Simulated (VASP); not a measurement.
# Pb (Fm-3m) in VASP: further runs

Aim: see how the results for Pb move with the level of theory and the settings. Levels: PBE, RPBE+D3(BJ). Tasks: single point.

Program: VASP 6.6.1. These are calculated values, not measurements. Logs are shortened: lines on timing, memory, paths and dates and some standing lists are left out, and cuts for length are marked.

## 1. The cell of the first run

Symmetry: Fm-3m, No. 225, cubic system. Conventional cell: a = 4.950 Å, b = 4.950 Å, c = 4.950 Å, α = 90.00°, β = 90.00°, γ = 90.00°. Pb (site symmetry m-3m) has 12 Pb at 3.50 Å within 4.6 Å.

## 2. Single point, PBE

The input, INCAR:

```
SYSTEM = Pb
PREC     = Accurate       ! precision mode
ENCUT    = 520            ! plane-wave cutoff, eV
EDIFF    = 1E-6           ! SCF threshold, eV
ISMEAR   = -1             ! smearing method
SIGMA    = 0.03           ! smearing width, eV
LREAL    = .False.        ! projectors in reciprocal space
LASPH    = .True.         ! aspherical terms in the spheres
NELM     = 80             ! most SCF steps
ALGO     = Fast           ! electronic algorithm
ISIF     = 2              ! what is computed and relaxed
LWAVE    = .False.        ! write WAVECAR
LCHARG   = .True.         ! write CHGCAR
GGA      = PE             ! functional
LELF     = .True.         ! ELF
LVHAR    = .True.       
NBANDS   = 13             ! bands
```

The input, KPOINTS:

```
Automatic mesh
0
Gamma
  6 6 6
  0 0 0
```

The input, POSCAR:

```
Pb
1.0
    0.0000000000      2.4750200000      2.4750200000
    2.4750200000      0.0000000000      2.4750200000
    2.4750200000      2.4750200000      0.0000000000
Pb
1
Direct
    0.0000000000      0.0000000000      0.0000000000
```

Potentials or basis: VASP PAW PBE potentials, release 64 (Pb_d).

On the command line:

```sh
> cat potpaw_PBE.64/Pb_d/POTCAR > POTCAR
> mpirun -np 1 vasp_std > vasp.out
```

OUTCAR:

```text
SYSTEM = Pb
   PREC = Accurate
   ENCUT = 520
   EDIFF = 1E-6
   ISMEAR = -1
   LREAL = .False.
   LASPH = .True.
   NELM = 80
   ISIF = 2
   GGA = PE

 ion  position               nearest neighbor table
   1  0.000  0.000  0.000-

  LATTYP: Found a face centered cubic cell.
 ALAT       =     4.9500400000

  Lattice vectors:

 A1 = (   0.0000000000,   2.4750200000,   2.4750200000)
 A2 = (   2.4750200000,   0.0000000000,   2.4750200000)
 A3 = (   2.4750200000,   2.4750200000,   0.0000000000)

Analysis of symmetry for initial positions (statically):
=====================================================================
 Subroutine PRICEL returns:
 Original cell was already a primitive cell.

 Routine SETGRP: Setting up the symmetry group for a
 face centered cubic supercell.

 Subroutine GETGRP returns: Found 48 space group operations
 (whereof 48 operations were pure point group operations)
 out of a pool of 48 trial point group operations.

The static configuration has the point symmetry O_h .

Analysis of symmetry for dynamics (positions and initial velocities):
=====================================================================
 Subroutine PRICEL returns:
 Original cell was already a primitive cell.

 Routine SETGRP: Setting up the symmetry group for a
 face centered cubic supercell.

 Subroutine GETGRP returns: Found 48 space group operations
 (whereof 48 operations were pure point group operations)
 out of a pool of 48 trial point group operations.

The dynamic configuration has the point symmetry O_h .

 Subroutine INISYM returns: Found 48 space group operations
 (whereof 48 operations are pure point group operations),
 and found     1 'primitive' translations

----------------------------------------------------------------------------------------

                                     Primitive cell

  volume of cell :      30.3226

  direct lattice vectors                    reciprocal lattice vectors
     0.000000000  2.475020000  2.475020000    -0.202018570  0.202018570  0.202018570
     2.475020000  0.000000000  2.475020000     0.202018570 -0.202018570  0.202018570
     2.475020000  2.475020000  0.000000000     0.202018570  0.202018570 -0.202018570

  length of vectors
     3.500206851  3.500206851  3.500206851     0.349906427  0.349906427  0.349906427

  position of ions in fractional coordinates (direct lattice)
     0.000000000  0.000000000  0.000000000

  ion indices of the primitive-cell ions
   primitive index   ion index
                 1           1

----------------------------------------------------------------------------------------

 KPOINTS: Automatic mesh

Automatic generation of k-mesh.
 Grid dimensions read from file:
 generate k-points for:    6    6    6

 Generating k-lattice:

  Cartesian coordinates                     Fractional coordinates (reciprocal lattice)
    -0.033669762  0.033669762  0.033669762     0.166666667  0.000000000  0.000000000
     0.033669762 -0.033669762  0.033669762     0.000000000  0.166666667  0.000000000
     0.033669762  0.033669762 -0.033669762     0.000000000  0.000000000  0.166666667

  Length of vectors
     0.058317738  0.058317738  0.058317738

  Shift w.r.t. Gamma in fractional coordinates (k-lattice)
     0.000000000  0.000000000  0.000000000

 Subroutine IBZKPT returns following result:
 ===========================================

 Found     16 irreducible k-points:

 Following reciprocal coordinates:
            Coordinates               Weight
  0.000000  0.000000  0.000000      1.000000
  0.166667  0.000000  0.000000      8.000000
  0.333333  0.000000  0.000000      8.000000
  0.500000  0.000000  0.000000      4.000000
  0.166667  0.166667  0.000000      6.000000
  0.333333  0.166667  0.000000     24.000000
[... 8 lines left out ...]
 -0.333333  0.333333  0.166667     24.000000
 -0.333333  0.500000  0.166667     12.000000
   k-points           NKPTS =     16   k-points in BZ     NKDIM =     16   number of bands    NBANDS=     13
   number of dos      NEDOS =    301   number of ions     NIONS =      1
   total plane-waves  NPLWV =  21952
   dimension x,y,z NGX =    28 NGY =   28 NGZ =   28
   dimension x,y,z NGXF=    56 NGYF=   56 NGZF=   56
   ions per type =               1
   NGX,Y,Z   is equivalent  to a cutoff of  13.30, 13.30, 13.30 a.u.
   NGXF,Y,Z  is equivalent  to a cutoff of  26.60, 26.60, 26.60 a.u.
 SYSTEM =  Pb
   PREC   = accura    normal or accurate (medium, high low for compatibility)
   ISTART =      0    job   : 0-new  1-cont  2-samecut
   ICHARG =      2    charge: 1-file 2-atom 10-const
   ISPIN  =      1    spin polarized calculation?
   LNONCOLLINEAR =      F non collinear calculations
   LSORBIT =      F    spin-orbit coupling
   LASPH  =      T    aspherical Exc in radial PAW
   ENCUT  =  520.0 eV  38.22 Ry    6.18 a.u.   6.51  6.51  6.51*2*pi/ulx,y,z
   NELM   =     80;   NELMIN=  2; NELMDL= -5     # of ELM steps
   EDIFF  = 0.1E-05   stopping-criterion for ELM
   LREAL  =      F    real-space projection
   EDIFFG = 0.1E-04   stopping-criterion for IOM
   NSW    =      0    number of steps for IOM
   IBRION =     -1    ionic relax: 0-MD 1-quasi-New 2-CG
   NFREE  =      0    steps in history (QN), initial steepest desc. (CG)
   ISIF   =      2    stress and relaxation
   ISYM   =      2    0-nonsym 1-usesym 2-fastsym
   POTIM  = 0.5000    time-step for ionic-motion
   TEBEG  =    0.0;   TEEND  =   0.0 temperature during run
   PSTRESS=    0.0 pullay stress
   NELECT =      14.0000    total number of electrons
   NUPDOWN=      -1.0000    fix difference up-down
   EMIN   =  10.00;   EMAX   =-10.00  energy-range for DOS
   EFERMI =   0.00;   METHOD = LEGACY
   ISMEAR =    -1;   SIGMA  =   0.03  broadening in eV -4-tet -1-fermi 0-gaus
   EFERMI_NEDOS =   21; number of points for ismear=-14 and -15
   IALGO  =     68    algorithm
   IMIX   =      4    mixing-type and parameters
     AMIX     =   0.40;   BMIX     =  1.00
     AMIX_MAG =   1.60;   BMIX_MAG =  1.00
  volume/ion in A,a.u.               =      30.32       204.63
  Fermi-wavevector in a.u.,A,eV,Ry     =   1.265306  2.391081 21.782907  1.600999
  Thomas-Fermi vector in A             =   2.398566
   LORBIT       =      0    0 simple, 1 ext, 2 COOP (PROOUT), +10 PAW based schemes
   GGA     = PE    functional components
   LHFCALC =     F    Hartree Fock is set to
   AEXX    =    0.0000 exact exchange contribution
   IVDW    =     0    specifies the selected vdW correction
   LEPSILON=     F    determine dielectric tensor
   LRPA    =     F    only Hartree local field effects (RPA)
 non-spin polarized calculation
 RMM-DIIS sequential band-by-band and
  energy-cutoff  :      520.00
  volume of cell :       30.32
 maximum number of plane-waves:       869
 NGX is ok and might be reduce to    28
   NGX = 13   NGY = 13   NGZ = 13

 number of electron      13.9999999 magnetization

 Free energy of the ion-electron system (eV)
  ---------------------------------------------------
  ext. energy  EPLUGINS =         0.00000000
  ---------------------------------------------------
  free energy    TOTEN  =        -3.45146303 eV

  energy without entropy =       -3.44845860  energy(sigma->0) =       -3.44996081

 E-fermi :   7.4379     XC(G=0): -10.1753

 val. band max:        7.2936246804   @ k =  -0.3333   0.3333   0.1667
 cond. band min:       7.4938693042   @ k =   0.3333   0.1667   0.0000
 fundamental gap:      0.2002446238
 Fermi energy:         7.4379498818

 k-point     1 :       0.0000    0.0000    0.0000
  band No.  band energies     occupation
      1      -9.7653      2.00000
      2      -9.7653      2.00000
      3      -9.7653      2.00000
      4      -9.6292      2.00000
      5      -9.6292      2.00000
      6      -4.4612      2.00000
      7      14.7099      0.00000
      8      14.7099      0.00000
      9      14.7099      0.00000
     10      17.0518      0.00000
     11      18.6482      0.00000
     12      19.7731      0.00000
     13      19.7731      0.00000

 k-point     2 :       0.1667    0.0000    0.0000
  band No.  band energies     occupation
      1      -9.7675      2.00000
      2      -9.7360      2.00000
      3      -9.7360      2.00000
      4      -9.6231      2.00000
      5      -9.6231      2.00000
      6      -3.9259      2.00000
      7      10.5949      0.00000
      8      14.1429      0.00000
      9      14.1429      0.00000
     10      16.4630      0.00000
     11      19.9079      0.00000
     12      20.4364      0.00000
     13      20.4565      0.00000

 k-point     3 :       0.3333    0.0000    0.0000
  band No.  band energies     occupation
      1      -9.7825      2.00000
      2      -9.7409      2.00000
      3      -9.7409      2.00000
      4      -9.5455      2.00000
      5      -9.5455      2.00000
      6      -2.3694      2.00000
      7       5.7588      2.00000
      8      13.2559      0.00000
      9      13.2559      0.00000
     10      16.2261      0.00000
     11      17.8552      0.00000
     12      19.0065      0.00000
     13      19.0065      0.00000
[... 177 lines left out ...]
 k-point    15 :      -0.3333    0.3333    0.1667
  band No.  band energies     occupation
      1      -9.7718      2.00000
      2      -9.7286      2.00000
      3      -9.6376      2.00000
      4      -9.6002      2.00000
      5      -9.4896      2.00000
      6       0.1472      2.00000
      7       4.6718      2.00000
      8       7.2936      1.98385
      9       9.3163      0.00000
     10      16.6939      0.00000
     11      18.6322      0.00000
     12      21.4973      0.00000
     13      21.5412      0.00000

 k-point    16 :      -0.3333    0.5000    0.1667
  band No.  band energies     occupation
      1      -9.8197      2.00000
      2      -9.7843      2.00000
      3      -9.5840      2.00000
      4      -9.5573      2.00000
      5      -9.4560      2.00000
      6       0.6571      2.00000
      7       4.8935      2.00000
      8       7.2208      1.99856
      9       7.8785      0.00000
     10      16.0992      0.00000
     11      16.9809      0.00000
     12      22.1110      0.00000
     13      22.4939      0.00000

------------------------ aborting loop because EDIFF is reached ----------------------------------------

  FORCE on cell =-STRESS in cart. coord.  units (eV):
  Direction    XX          YY          ZZ          XY          YZ          ZX
  --------------------------------------------------------------------------------------
  -------------------------------------------------------------------------------------
  Total        0.6098095      0.6098095      0.6098095     -0.0000000     -0.0000000      0.0000000
  in kB       32.2209743     32.2209743     32.2209743     -0.0000000     -0.0000000      0.0000000
  external PRESSURE =      32.2209743 kB  Pullay stress =       0.0000000 kB

 VOLUME and BASIS-vectors are now :
 -----------------------------------------------------------------------------
  energy-cutoff  :      520.00
  volume of cell :       30.32
      direct lattice vectors                 reciprocal lattice vectors
     0.000000000  2.475020000  2.475020000    -0.202018570  0.202018570  0.202018570
     2.475020000  0.000000000  2.475020000     0.202018570 -0.202018570  0.202018570
     2.475020000  2.475020000  0.000000000     0.202018570  0.202018570 -0.202018570

 POSITION                                       TOTAL-FORCE (eV/Angst)
 -----------------------------------------------------------------------------------
      0.00000      0.00000      0.00000         0.000000      0.000000      0.000000
 -----------------------------------------------------------------------------------
    total drift:                               -0.000000     -0.000000     -0.000000

  FREE ENERGIE OF THE ION-ELECTRON SYSTEM (eV)
  ---------------------------------------------------
  free  energy   TOTEN  =        -3.4514630268 eV

  energy  without entropy=       -3.4484585964  energy(sigma->0) =       -3.44996081
```

Wall time 15 s (1 thread of Intel Xeon 8259CL, shared host); peak memory 0.15 GiB.

What came out:

```
Free energy            : -3.4515 eV
Pressure               : 3.2 GPa
Band gap on the k mesh : zero (bands 7 and 8 overlap by 8.96 eV)
```

Caveat: the k points lie up to 0.37 Å⁻¹ apart, too coarse for converged energies and pressures of a metal; spin-orbit coupling is left out, which moves the levels of the heavy elements.

(Part 1 of 2 ends here.)
